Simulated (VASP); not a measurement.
# InP (I-4m2) in VASP: single point with LDA

Aim: the single point of InP with LDA.

All numbers are computed with VASP 6.6.1; they aren't measurements. Logs are shortened: lines on timing, memory, paths and dates and some standing lists are left out, and cuts for length are marked.

### Step 1. The cell of the first run

The structure is tetragonal, space group I-4m2 (No. 119). The conventional cell has a = 4.077 Å, b = 4.077 Å, c = 6.055 Å, α = 90.00°, β = 90.00°, γ = 90.00°. Within 3.4 Å of In (site symmetry -4m2) lie 4 P at 2.54 Å. Within 3.4 Å of P (site symmetry -4m2) lie 4 In at 2.54 Å.

### Step 2. Single point, LDA

Input file INCAR:

```
SYSTEM = InP
PREC     = Accurate       ! precision mode
ENCUT    = 500            ! plane-wave cutoff, eV
EDIFF    = 1E-6           ! SCF threshold, eV
ISMEAR   = 0              ! smearing method
SIGMA    = 0.05           ! smearing width, eV
LREAL    = .FALSE.        ! projectors in reciprocal space
LASPH    = .TRUE.         ! aspherical terms in the spheres
NELM     = 120            ! most SCF steps
ALGO     = Normal         ! electronic algorithm
ISIF     = 2              ! what is computed and relaxed
LWAVE    = .FALSE.        ! write WAVECAR
LCHARG   = .FALSE.        ! write CHGCAR
NBANDS   = 16             ! bands
GGA_COMPAT= .FALSE.
```

Input file KPOINTS:

```
Automatic mesh
0
G
  4 4 4
  0 0 0
```

Input file POSCAR:

```
InP
1.0
    0.0000000000      2.8832256042      3.0273868844
    2.8832256042      0.0000000000      3.0273868844
    2.8832256042      2.8832256042      0.0000000000
In P
1 1
Direct
    0.0000000000      0.0000000000      0.0000000000
    0.7500000000      0.7500000000      0.7500000000
```

Potentials or basis: VASP PAW LDA potentials, release 64 (In_d, P).

The run is started by

```
$ cat potpaw_LDA.64/In_d/POTCAR potpaw_LDA.64/P/POTCAR > POTCAR
$ mpirun -np 1 vasp_std > vasp.out
```

OUTCAR:

```text
SYSTEM = InP
   PREC = Accurate
   ENCUT = 500
   EDIFF = 1E-6
   ISMEAR = 0
   LREAL = .FALSE.
   LASPH = .TRUE.
   NELM = 120
   ISIF = 2

 ion  position               nearest neighbor table
   1  0.000  0.000  0.000-   2 2.54   2 2.54   2 2.54   2 2.54
   2  0.750  0.750  0.750-   1 2.54   1 2.54   1 2.54   1 2.54

  LATTYP: Found a body centered tetragonal cell.
 ALAT       =     4.0774967528
 C/A-ratio  =     1.4849242405

  Lattice vectors:

 A1 = (  -2.8832256042,   0.0000000000,   3.0273868844)
 A2 = (   2.8832256042,   0.0000000000,   3.0273868844)
 A3 = (   0.0000000000,   2.8832256042,  -3.0273868844)

Analysis of symmetry for initial positions (statically):
=====================================================================
 Subroutine PRICEL returns:
 Original cell was already a primitive cell.

 Routine SETGRP: Setting up the symmetry group for a
 body centered tetragonal supercell.

 Subroutine GETGRP returns: Found  8 space group operations
 (whereof  8 operations were pure point group operations)
 out of a pool of 16 trial point group operations.

The static configuration has the point symmetry D_2d.

Analysis of symmetry for dynamics (positions and initial velocities):
=====================================================================
 Subroutine PRICEL returns:
 Original cell was already a primitive cell.

 Routine SETGRP: Setting up the symmetry group for a
 body centered tetragonal supercell.

 Subroutine GETGRP returns: Found  8 space group operations
 (whereof  8 operations were pure point group operations)
 out of a pool of 16 trial point group operations.

The dynamic configuration has the point symmetry D_2d.

 Subroutine INISYM returns: Found  8 space group operations
 (whereof  8 operations are pure point group operations),
 and found     1 'primitive' translations

----------------------------------------------------------------------------------------

                                     Primitive cell

  volume of cell :      50.3333

  direct lattice vectors                    reciprocal lattice vectors
     0.000000000  2.883225604  3.027386884    -0.173416884  0.173416884  0.165158937
     2.883225604  0.000000000  3.027386884     0.173416884 -0.173416884  0.165158937
     2.883225604  2.883225604  0.000000000     0.173416884  0.173416884 -0.165158937

  length of vectors
     4.180677126  4.180677126  4.077496753     0.295676015  0.295676015  0.295676015

  position of ions in fractional coordinates (direct lattice)
[... 66 lines left out ...]
   NELM   =    120;   NELMIN=  2; NELMDL= -5     # of ELM steps
   EDIFF  = 0.1E-05   stopping-criterion for ELM
   LREAL  =      F    real-space projection
   EDIFFG = 0.1E-04   stopping-criterion for IOM
   NSW    =      0    number of steps for IOM
   IBRION =     -1    ionic relax: 0-MD 1-quasi-New 2-CG
   NFREE  =      0    steps in history (QN), initial steepest desc. (CG)
   ISIF   =      2    stress and relaxation
   ISYM   =      2    0-nonsym 1-usesym 2-fastsym
   POTIM  = 0.5000    time-step for ionic-motion
   TEBEG  =    0.0;   TEEND  =   0.0 temperature during run
   PSTRESS=    0.0 pullay stress
   NELECT =      18.0000    total number of electrons
   NUPDOWN=      -1.0000    fix difference up-down
   EMIN   =  10.00;   EMAX   =-10.00  energy-range for DOS
   EFERMI =   0.00;   METHOD = LEGACY
   ISMEAR =     0;   SIGMA  =   0.05  broadening in eV -4-tet -1-fermi 0-gaus
   EFERMI_NEDOS =   21; number of points for ismear=-14 and -15
   IALGO  =     38    algorithm
   IMIX   =      4    mixing-type and parameters
     AMIX     =   0.40;   BMIX     =  1.00
     AMIX_MAG =   1.60;   BMIX_MAG =  1.00
  volume/ion in A,a.u.               =      25.17       169.83
  Fermi-wavevector in a.u.,A,eV,Ry     =   1.162021  2.195901 18.371846  1.350293
  Thomas-Fermi vector in A             =   2.298587
   LORBIT       =      0    0 simple, 1 ext, 2 COOP (PROOUT), +10 PAW based schemes
   GGA     = CA    functional components
   LHFCALC =     F    Hartree Fock is set to
   AEXX    =    0.0000 exact exchange contribution
   IVDW    =     0    specifies the selected vdW correction
   LEPSILON=     F    determine dielectric tensor
   LRPA    =     F    only Hartree local field effects (RPA)
 non-spin polarized calculation
 Gauss-broadening in eV      SIGMA  =   0.05
  energy-cutoff  :      500.00
  volume of cell :       50.33
 maximum number of plane-waves:      1299
   NGX = 15   NGY = 15   NGZ = 15

 number of electron      18.0000007 magnetization

 Free energy of the ion-electron system (eV)
  ---------------------------------------------------
  ext. energy  EPLUGINS =         0.00000000
  ---------------------------------------------------
  free energy    TOTEN  =        -9.53707169 eV

  energy without entropy =       -9.53707169  energy(sigma->0) =       -9.53707169

 E-fermi :   5.3386     XC(G=0):  -9.6015

 val. band max:        5.1396115167   @ k =   0.0000   0.0000   0.0000
 cond. band min:       5.5330465534   @ k =   0.0000   0.0000   0.0000
 fundamental gap:      0.3934350367
 Fermi energy:         5.3386176992

 k-point     1 :       0.0000    0.0000    0.0000
  band No.  band energies     occupation
      1      -9.1985      2.00000
      2      -9.1765      2.00000
      3      -9.1765      2.00000
      4      -9.0344      2.00000
      5      -9.0317      2.00000
      6      -6.4914      2.00000
[... 224 lines left out ...]
      3      -9.0870      2.00000
      4      -9.0607      2.00000
      5      -9.0090      2.00000
      6      -3.9321      2.00000
[... 8 lines left out ...]
     15      16.7383      0.00000
     16      17.1035      0.00000

------------------------ aborting loop because EDIFF is reached ----------------------------------------

  FORCE on cell =-STRESS in cart. coord.  units (eV):
  Direction    XX          YY          ZZ          XY          YZ          ZX
  --------------------------------------------------------------------------------------
  -------------------------------------------------------------------------------------
  Total       -0.0824931     -0.0824931     -0.8471292      0.0000000      0.0000000      0.0000000
  in kB       -2.6258693     -2.6258693    -26.9652876      0.0000000      0.0000000      0.0000000
  external PRESSURE =     -10.7390087 kB  Pullay stress =       0.0000000 kB

 VOLUME and BASIS-vectors are now :
 -----------------------------------------------------------------------------
  energy-cutoff  :      500.00
  volume of cell :       50.33
      direct lattice vectors                 reciprocal lattice vectors
     0.000000000  2.883225604  3.027386884    -0.173416884  0.173416884  0.165158937
     2.883225604  0.000000000  3.027386884     0.173416884 -0.173416884  0.165158937
     2.883225604  2.883225604  0.000000000     0.173416884  0.173416884 -0.165158937

 POSITION                                       TOTAL-FORCE (eV/Angst)
 -----------------------------------------------------------------------------------
      0.00000      0.00000      0.00000        -0.000000     -0.000000      0.000000
      4.32484      4.32484      4.54108         0.000000      0.000000     -0.000000
 -----------------------------------------------------------------------------------
    total drift:                                0.000000      0.000000     -0.000000

  FREE ENERGIE OF THE ION-ELECTRON SYSTEM (eV)
  ---------------------------------------------------
  free  energy   TOTEN  =        -9.5370716907 eV

  energy  without entropy=       -9.5370716904  energy(sigma->0) =       -9.53707169
```

Run time: 10 s. Hardware: 1 thread of Intel Xeon Platinum 8259CL at 2.50GHz (Skylake/Cascade Lake), shared host; peak memory 0.14 GiB.

What came out:

```
Free energy            : -9.5371 eV
Pressure               : -1.1 GPa
Band gap on the k mesh : 0.39 eV, direct
```

Caveat: the k points lie up to 0.46 Å⁻¹ apart; spin-orbit coupling is left out, which moves the levels of the heavy elements.
